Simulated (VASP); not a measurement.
# MgB2 in VASP: further runs

Runs on MgB2. Level: LDA. Tasks: single point.

All numbers are computed with VASP 6.6.1; they aren't measurements. Logs are shortened: lines on timing, memory, paths and dates and some standing lists are left out, and cuts for length are marked.

## 1. The cell of the first run

It takes space group P6/mmm (No. 191, hexagonal). Conventional cell: a = 3.116 Å, b = 3.116 Å, c = 3.523 Å, α = 90.00°, β = 90.00°, γ = 120.00°. Mg (site symmetry 6/mmm) has 12 B at 2.52 Å and 6 Mg at 3.12 Å within 3.3 Å. B (site symmetry -6m2) has 3 B at 1.80 Å within 2.4 Å.

## 2. Single point, LDA (equal xx and yy strain of +1 %)

The input, INCAR:

```
SYSTEM = MgB2
ALGO = Normal ; EDIFF = 1E-7
ENCUT = 520 ; GGA = CA
ISIF = 2 ; ISMEAR = -1
LASPH = .True. ; LCHARG = .False.
LREAL = .False. ; LWAVE = .False.
NBANDS = 11 ; NELM = 60
PREC = Accurate ; SIGMA = 0.05
```

The input, KPOINTS:

```
k-points
0
Gamma
  12 12 9
  0 0 0
```

The input, POSCAR:

```
MgB2
1.0
    3.1158507126      0.0000000000      0.0000000000
   -1.5579253563      2.6984058715      0.0000000000
    0.0000000000      0.0000000000      3.5230000000
Mg B
1 2
Direct
    0.0000000000      0.0000000000      0.0000000000
    0.3333333333      0.6666666667      0.5000000000
    0.6666666667      0.3333333333      0.5000000000
```

Potentials or basis: VASP PAW LDA potentials, release 64 (Mg, B).

Run with:

```
$ cat potpaw_LDA.64/Mg/POTCAR potpaw_LDA.64/B/POTCAR > POTCAR
$ mpirun -np 1 vasp_std > vasp.out
```

OUTCAR:

```text
SYSTEM = MgB2
   EDIFF = 1E-7
   ENCUT = 520
   GGA = CA
   ISIF = 2
   ISMEAR = -1
   LASPH = .True.
   LREAL = .False.
   NELM = 60
   PREC = Accurate

 ion  position               nearest neighbor table
   1  0.000  0.000  0.000-   2 2.52   3 2.52   2 2.52   3 2.52   2 2.52   2 2.52   3 2.52   3 2.52
                             3 2.52   3 2.52   2 2.52   2 2.52
   2  0.333  0.667  0.500-   3 1.80   3 1.80   3 1.80   1 2.52   1 2.52   1 2.52   1 2.52   1 2.52
                             1 2.52
   3  0.667  0.333  0.500-   2 1.80   2 1.80   2 1.80   1 2.52   1 2.52   1 2.52   1 2.52   1 2.52
                             1 2.52

  LATTYP: Found a hexagonal cell.
 ALAT       =     3.1158507126
 C/A-ratio  =     1.1306703449

  Lattice vectors:

 A1 = (   3.1158507126,   0.0000000000,   0.0000000000)
 A2 = (  -1.5579253563,   2.6984058715,   0.0000000000)
 A3 = (   0.0000000000,   0.0000000000,   3.5230000000)

Analysis of symmetry for initial positions (statically):
=====================================================================
 Subroutine PRICEL returns:
 Original cell was already a primitive cell.

 Routine SETGRP: Setting up the symmetry group for a
 hexagonal supercell.

 Subroutine GETGRP returns: Found 24 space group operations
 (whereof 24 operations were pure point group operations)
 out of a pool of 24 trial point group operations.

The static configuration has the point symmetry D_6h.

Analysis of symmetry for dynamics (positions and initial velocities):
=====================================================================
 Subroutine PRICEL returns:
 Original cell was already a primitive cell.

 Routine SETGRP: Setting up the symmetry group for a
 hexagonal supercell.

 Subroutine GETGRP returns: Found 24 space group operations
 (whereof 24 operations were pure point group operations)
 out of a pool of 24 trial point group operations.

The dynamic configuration has the point symmetry D_6h.

 Subroutine INISYM returns: Found 24 space group operations
 (whereof 24 operations are pure point group operations),
 and found     1 'primitive' translations

----------------------------------------------------------------------------------------

                                     Primitive cell

  volume of cell :      29.6208

  direct lattice vectors                    reciprocal lattice vectors
     3.115850713  0.000000000  0.000000000     0.320939638  0.185294586  0.000000000
    -1.557925356  2.698405871  0.000000000     0.000000000  0.370589173  0.000000000
     0.000000000  0.000000000  3.523000000     0.000000000  0.000000000  0.283848992

  length of vectors
[... 92 lines left out ...]
   POTIM  = 0.5000    time-step for ionic-motion
   TEBEG  =    0.0;   TEEND  =   0.0 temperature during run
   PSTRESS=    0.0 pullay stress
   NELECT =       8.0000    total number of electrons
   NUPDOWN=      -1.0000    fix difference up-down
   EMIN   =  10.00;   EMAX   =-10.00  energy-range for DOS
   EFERMI =   0.00;   METHOD = LEGACY
   ISMEAR =    -1;   SIGMA  =   0.05  broadening in eV -4-tet -1-fermi 0-gaus
   EFERMI_NEDOS =   21; number of points for ismear=-14 and -15
   IALGO  =     38    algorithm
   IMIX   =      4    mixing-type and parameters
     AMIX     =   0.40;   BMIX     =  1.00
     AMIX_MAG =   1.60;   BMIX_MAG =  1.00
  volume/ion in A,a.u.               =       9.87        66.63
  Fermi-wavevector in a.u.,A,eV,Ry     =   1.058212  1.999731 15.235973  1.119812
  Thomas-Fermi vector in A             =   2.193513
   LORBIT       =      0    0 simple, 1 ext, 2 COOP (PROOUT), +10 PAW based schemes
   GGA     = CA    functional components
   LHFCALC =     F    Hartree Fock is set to
   AEXX    =    0.0000 exact exchange contribution
   IVDW    =     0    specifies the selected vdW correction
   LEPSILON=     F    determine dielectric tensor
   LRPA    =     F    only Hartree local field effects (RPA)
 non-spin polarized calculation
  energy-cutoff  :      520.00
  volume of cell :       29.62
 maximum number of plane-waves:       816
 NGX is ok and might be reduce to    24
   NGX = 11   NGY = 11   NGZ = 13

 number of electron       8.0000000 magnetization

 Free energy of the ion-electron system (eV)
  ---------------------------------------------------
  ext. energy  EPLUGINS =         0.00000000
  ---------------------------------------------------
  free energy    TOTEN  =       -17.21355565 eV

  energy without entropy =      -17.20947794  energy(sigma->0) =      -17.21151679

 E-fermi :   5.0229     XC(G=0): -11.0200

 val. band max:        4.9609158791   @ k =   0.3333   0.3333   0.2222
 cond. band min:       5.0564391099   @ k =   0.2500   0.2500   0.4444
 fundamental gap:      0.0955232308
 Fermi energy:         5.0228695826

 k-point     1 :       0.0000    0.0000    0.0000
  band No.  band energies     occupation
      1      -7.1008      2.00000
      2       2.2792      2.00000
      3       5.3531      0.00271
      4       5.3531      0.00271
      5       6.8309      0.00000
      6      11.1398      0.00000
      7      11.1398      0.00000
      8      12.9044      0.00000
      9      14.6456      0.00000
     10      17.2467      0.00000
     11      20.9337      0.00000
[... 309 lines left out ...]
 k-point    24 :       0.3333    0.0000    0.1111
  band No.  band energies     occupation
      1      -5.1471      2.00000
      2       0.1191      2.00000
      3       3.3013      2.00000
      4       3.3548      2.00000
      5       8.8274      0.00000
      6       9.6619      0.00000
      7      10.3260      0.00000
      8      14.2792      0.00000
      9      16.5391      0.00000
     10      17.3863      0.00000
     11      17.5986      0.00000

 [... further k-points ...]
[... 5 lines left out ...]
  --------------------------------------------------------------------------------------
  -------------------------------------------------------------------------------------
  Total       -2.3916443     -2.3916443     -1.4206842     -0.0000000     -0.0000000      0.0000000
  in kB     -129.3631602   -129.3631602    -76.8442856     -0.0000000     -0.0000000      0.0000000
  external PRESSURE =    -111.8568686 kB  Pullay stress =       0.0000000 kB

 VOLUME and BASIS-vectors are now :
 -----------------------------------------------------------------------------
  energy-cutoff  :      520.00
  volume of cell :       29.62
      direct lattice vectors                 reciprocal lattice vectors
     3.115850713  0.000000000  0.000000000     0.320939638  0.185294586  0.000000000
    -1.557925356  2.698405871  0.000000000     0.000000000  0.370589173  0.000000000
     0.000000000  0.000000000  3.523000000     0.000000000  0.000000000  0.283848992

 POSITION                                       TOTAL-FORCE (eV/Angst)
 -----------------------------------------------------------------------------------
      0.00000      0.00000      0.00000        -0.000000      0.000000      0.000000
     -0.00000      1.79894      1.76150         0.000000     -0.000000      0.000000
      1.55793      0.89947      1.76150        -0.000000      0.000000      0.000000
 -----------------------------------------------------------------------------------
    total drift:                                0.000000     -0.000000      0.000000

  FREE ENERGIE OF THE ION-ELECTRON SYSTEM (eV)
  ---------------------------------------------------
  free  energy   TOTEN  =       -17.2135556490 eV

  energy  without entropy=      -17.2094779404  energy(sigma->0) =      -17.21151679
```

OSZICAR:

```text
N       E                     dE             d eps       ncg     rms          rms(c)
DAV:   1     0.176338335487E+01    0.17634E+01   -0.37265E+03  2242   0.608E+02
DAV:   2    -0.183989807544E+02   -0.20162E+02   -0.19082E+02  2640   0.103E+02
DAV:   3    -0.189453097294E+02   -0.54633E+00   -0.54432E+00  2686   0.143E+01
DAV:   4    -0.189465968920E+02   -0.12872E-02   -0.12870E-02  2387   0.748E-01
DAV:   5    -0.189466008535E+02   -0.39615E-05   -0.39616E-05  2617   0.434E-02    0.500E+00
DAV:   6    -0.174681652860E+02    0.14784E+01   -0.18748E+00  2377   0.626E+00    0.227E+00
DAV:   7    -0.172233258396E+02    0.24484E+00   -0.10167E+00  2437   0.459E+00    0.661E-01
DAV:   8    -0.172236053607E+02   -0.27952E-03   -0.12813E-01  2337   0.185E+00    0.397E-01
DAV:   9    -0.172137229968E+02    0.98824E-02   -0.22289E-02  2317   0.671E-01    0.667E-02
DAV:  10    -0.172135603263E+02    0.16267E-03   -0.14701E-03  2558   0.208E-01    0.204E-02
DAV:  11    -0.172135569195E+02    0.34068E-05   -0.46800E-05  2329   0.410E-02    0.452E-03
DAV:  12    -0.172135557474E+02    0.11720E-05   -0.65786E-06  2386   0.115E-02    0.157E-03
DAV:  13    -0.172135556490E+02    0.98386E-07   -0.26828E-07  2371   0.300E-03
   1 F= -.17213556E+02 E0= -.17211517E+02  d E =-.407771E-02
```

stdout:

```text
POSCAR found type information on POSCAR MgB
 POSCAR found :  2 types and       3 ions
 scaLAPACK will be used
 LDA part: xc-table for (Slater(with rela. corr.)+CA(PZ))
 , standard interpolation
 POSCAR, INCAR and KPOINTS ok, starting setup
 FFT: planning ... GRIDC
 FFT: planning ... GRID_SOFT
 FFT: planning ... GRID
 WAVECAR not read
 entering main loop
```

It took 12 s on 1 thread of Intel Xeon Platinum 8488C (Sapphire Rapids), shared host; peak memory 0.15 GiB.

What came out:

| Quantity | Value |
| --- | --- |
| Free energy | -17.2136 eV |
| Pressure | -11.2 GPa |
| Band gap on the k mesh | zero (band 4 reaches 6.89 eV, above the bottom of band 5 at 3.18 eV) |

Caveat: the cell differs from its parent crystal (equal xx and yy strain of +1 %).

## 3. Single point, LDA (volume scaled by 1.04)

The input, INCAR:

```
PREC     = Accurate       # precision mode
ENCUT    = 520            # plane-wave cutoff, eV
EDIFF    = 1E-7           # SCF threshold, eV
ISMEAR   = -1             # smearing method
SIGMA    = 0.05           # smearing width, eV
LREAL    = False          # projectors in reciprocal space
LASPH    = True           # aspherical terms in the spheres
NELM     = 100            # most SCF steps
ALGO     = Normal         # electronic algorithm
ISIF     = 2              # what is computed and relaxed
LWAVE    = False          # write WAVECAR
LCHARG   = False          # write CHGCAR
GGA      = CA             # functional
NBANDS   = 11             # bands
```

The input, KPOINTS:

```
regular mesh
0
Gamma
  12 12 9
```

The input, POSCAR:

```
MgB2
1.0
    3.1255974756      0.0000000000      0.0000000000
   -1.5627987378      2.7068468159      0.0000000000
    0.0000000000      0.0000000000      3.5693605797
Mg B
1 2
Direct
    0.0000000000      0.0000000000      0.0000000000
    0.3333333333      0.6666666667      0.5000000000
    0.6666666667      0.3333333333      0.5000000000
```

Potentials or basis: VASP PAW LDA potentials, release 64 (Mg, B).

Run with:

```
$ cat potpaw_LDA.64/Mg/POTCAR potpaw_LDA.64/B/POTCAR > POTCAR
$ mpirun -np 1 vasp_std > vasp.out
```

Wall time 12 s (1 thread of Intel Xeon Platinum 8488C (Sapphire Rapids), shared host); peak memory 0.15 GiB.

The run converged. Its results:

```
Free energy            : -17.1752 eV
Pressure               : -13.1 GPa
Band gap on the k mesh : zero (band 4 reaches 6.69 eV, above the bottom of band 5 at 3.09 eV)
```

Stress tensor (GPa, compression positive):
```
-14.26   0.00   0.00
  0.00 -14.26   0.00
  0.00   0.00 -10.86
```

Levels at points of the mesh, in eV from the Fermi level:
| k point | band 1 | band 2 | band 3 | band 4 | band 5 | band 6 | band 7 | band 8 | band 9 |
| --- | --- | --- | --- | --- | --- | --- | --- | --- | --- |
| (0.00, 0.00, 0.00) | -12.02 | -2.81 | 0.36 | 0.36 | 1.59 | 6.13 | 6.13 | 7.83 | 9.51 |
| (0.50, 0.00, 0.00) | -8.25 | -7.57 | -2.09 | 0.26 | 3.00 | 3.83 | 5.17 | 6.67 | 12.01 |

## 4. Single point, LDA (volume scaled by 1.06)

The input, INCAR:

```
SYSTEM = MgB2
PREC = Accurate
ENCUT = 520
EDIFF = 1E-7
ISMEAR = -1
SIGMA = 0.05
LREAL = .FALSE.
LASPH = .TRUE.
NELM = 60
ALGO = Normal
ISIF = 2
LWAVE = .FALSE.
LCHARG = .FALSE.
NBANDS = 11
```

The input, KPOINTS:

```
regular mesh
0
G
  12 12 9
  0 0 0
```

The input, POSCAR:

```
MgB2
1.0
    3.1455062765      0.0000000000      0.0000000000
   -1.5727531383      2.7240883433      0.0000000000
    0.0000000000      0.0000000000      3.5920959734
Mg B
1 2
Direct
    0.0000000000      0.0000000000      0.0000000000
    0.3333333333      0.6666666667      0.5000000000
    0.6666666667      0.3333333333      0.5000000000
```

Potentials or basis: VASP PAW LDA potentials, release 64 (Mg, B).

Run with:

```
$ cat potpaw_LDA.64/Mg/POTCAR potpaw_LDA.64/B/POTCAR > POTCAR
$ mpirun -np 1 vasp_std > vasp.out
```

OUTCAR:

```text
SYSTEM = MgB2
   PREC = Accurate
   ENCUT = 520
   EDIFF = 1E-7
   ISMEAR = -1
   LREAL = .FALSE.
   LASPH = .TRUE.
   NELM = 60
   ISIF = 2

 ion  position               nearest neighbor table
   1  0.000  0.000  0.000-   2 2.55   3 2.55   2 2.55   3 2.55   3 2.55   3 2.55   2 2.55   2 2.55
                             3 2.55   3 2.55   2 2.55   2 2.55
   2  0.333  0.667  0.500-   3 1.82   3 1.82   3 1.82   1 2.55   1 2.55   1 2.55   1 2.55   1 2.55
                             1 2.55
   3  0.667  0.333  0.500-   2 1.82   2 1.82   2 1.82   1 2.55   1 2.55   1 2.55   1 2.55   1 2.55
                             1 2.55

  LATTYP: Found a hexagonal cell.
 ALAT       =     3.1455062765
 C/A-ratio  =     1.1419770484

  Lattice vectors:

 A1 = (   3.1455062765,   0.0000000000,   0.0000000000)
 A2 = (  -1.5727531383,   2.7240883433,   0.0000000000)
 A3 = (   0.0000000000,   0.0000000000,   3.5920959734)

Analysis of symmetry for initial positions (statically):
=====================================================================
 Subroutine PRICEL returns:
 Original cell was already a primitive cell.

 Routine SETGRP: Setting up the symmetry group for a
 hexagonal supercell.

[... 176 lines left out ...]
  band No.  band energies     occupation
      1      -7.1459      2.00000
      2       1.9913      2.00000
      3       5.1139      0.00184
      4       5.1139      0.00184
      5       6.3045      0.00000
      6      10.8157      0.00000
      7      10.8157      0.00000
      8      12.3866      0.00000
      9      14.1185      0.00000
     10      16.7119      0.00000
     11      20.2927      0.00000
[... 309 lines left out ...]
 k-point    24 :       0.3333   -0.0000    0.1111
  band No.  band energies     occupation
      1      -5.2300      2.00000
      2      -0.0416      2.00000
      3       3.0148      2.00000
      4       3.1609      2.00000
      5       8.4804      0.00000
      6       9.2152      0.00000
      7       9.7616      0.00000
      8      13.6671      0.00000
      9      16.0176      0.00000
     10      16.7279      0.00000
     11      17.0687      0.00000

 [... further k-points ...]
[... 5 lines left out ...]
  --------------------------------------------------------------------------------------
  -------------------------------------------------------------------------------------
  Total       -3.2138903     -3.2138903     -2.3664849      0.0000000      0.0000000     -0.0000000
  in kB     -167.2946131   -167.2946131   -123.1840997      0.0000000      0.0000000     -0.0000000
  external PRESSURE =    -152.5911086 kB  Pullay stress =       0.0000000 kB

 VOLUME and BASIS-vectors are now :
 -----------------------------------------------------------------------------
  energy-cutoff  :      520.00
  volume of cell :       30.78
      direct lattice vectors                 reciprocal lattice vectors
     3.145506276  0.000000000  0.000000000     0.317913847  0.183547645  0.000000000
    -1.572753138  2.724088343  0.000000000     0.000000000  0.367095290  0.000000000
     0.000000000  0.000000000  3.592095973     0.000000000  0.000000000  0.278388998

 POSITION                                       TOTAL-FORCE (eV/Angst)
 -----------------------------------------------------------------------------------
      0.00000      0.00000      0.00000         0.000000      0.000000      0.000000
     -0.00000      1.81606      1.79605         0.000000     -0.000000      0.000000
      1.57275      0.90803      1.79605        -0.000000      0.000000      0.000000
 -----------------------------------------------------------------------------------
    total drift:                                0.000000     -0.000000     -0.000000

  FREE ENERGIE OF THE ION-ELECTRON SYSTEM (eV)
  ---------------------------------------------------
  free  energy   TOTEN  =       -17.1238832697 eV

  energy  without entropy=      -17.1195818358  energy(sigma->0) =      -17.12173255
```

stdout:

```text
POSCAR found type information on POSCAR MgB
 POSCAR found :  2 types and       3 ions
 scaLAPACK will be used
 LDA part: xc-table for (Slater(with rela. corr.)+CA(PZ))
 , standard interpolation
 POSCAR, INCAR and KPOINTS ok, starting setup
 FFT: planning ... GRIDC
 FFT: planning ... GRID_SOFT
 FFT: planning ... GRID
 WAVECAR not read
 entering main loop
```

Run time: 12 s. Hardware: 1 thread of Intel Xeon Platinum 8488C (Sapphire Rapids), shared host; peak memory 0.15 GiB.

Results:

| Property | Result |
| --- | --- |
| Free energy | -17.1239 eV |
| Pressure | -15.3 GPa |
| Band gap on the k mesh | zero (band 4 reaches 6.54 eV, above the bottom of band 5 at 2.99 eV) |

## 5. Single point, LDA (equal xy, yz and zx shear strains of -1 %)

The input, INCAR:

```
  PREC = Accurate
  ENCUT = 520
  EDIFF = 1E-7
  ISMEAR = -1
  SIGMA = 0.05
  LREAL = F
  LASPH = T
  NELM = 80
  ALGO = Normal
  ISIF = 2
  LWAVE = F
  LCHARG = F
  GGA = CA
  NBANDS = 11
```

The input, KPOINTS:

```
regular mesh
0
Gamma
  12 12 9
```

The input, POSCAR:

```
MgB2
1.0
    3.0850007055     -0.0154250035     -0.0154250035
   -1.5558587977      2.6794014835     -0.0056459431
   -0.0176150000     -0.0176150000      3.5230000000
Mg B
1 2
Direct
    0.0000000000      0.0000000000      0.0000000000
    0.3333333333      0.6666666667      0.5000000000
    0.6666666667      0.3333333333      0.5000000000
```

Run with:

```
$ cat potpaw_LDA.64/Mg/POTCAR potpaw_LDA.64/B/POTCAR > POTCAR
$ mpirun -np 1 vasp_std > vasp.out
```

Run time: 88 s. Hardware: 1 thread of AMD EPYC 9R45 (Zen 5), shared host; peak memory 0.29 GiB.

The run converged. Its results:

```
Free energy            : -17.2496 eV
Pressure               : -8.1 GPa
Largest force          : 0.015 eV/Å
Band gap on the k mesh : zero (band 4 reaches 6.97 eV, above the bottom of band 5 at 3.33 eV)
```

Forces on the atoms (eV/Å):
```
Mg   0.000  0.000  0.000
B    0.015  0.000 -0.001
B   -0.015  0.000  0.001
```

Stress tensor (GPa, compression positive):
```
-8.53  1.96  0.75
 1.96 -8.55  0.75
 0.75  0.75 -7.37
```

Levels at points of the mesh, in eV from the Fermi level:
```
           k point  band 1  band 2  band 3  band 4  band 5  band 6  band 7  band 8
(0.00, 0.00, 0.00)  -12.26   -2.89    0.35    0.41    1.69    6.22    6.36    8.26
(0.50, 0.00, 0.00)   -8.32   -7.72   -2.21    0.28    3.09    3.83    5.40    7.03
(0.00, 0.50, 0.00)   -8.37   -7.73   -2.14    0.25    3.08    3.94    5.35    7.03
(0.50, 0.50, 0.00)   -8.41   -7.75   -2.06    0.21    3.07    4.05    5.31    7.03
```

Caveat: the cell differs from its parent crystal (equal xy, yz and zx shear strains of -1 %).

[end of part 1 of 2]
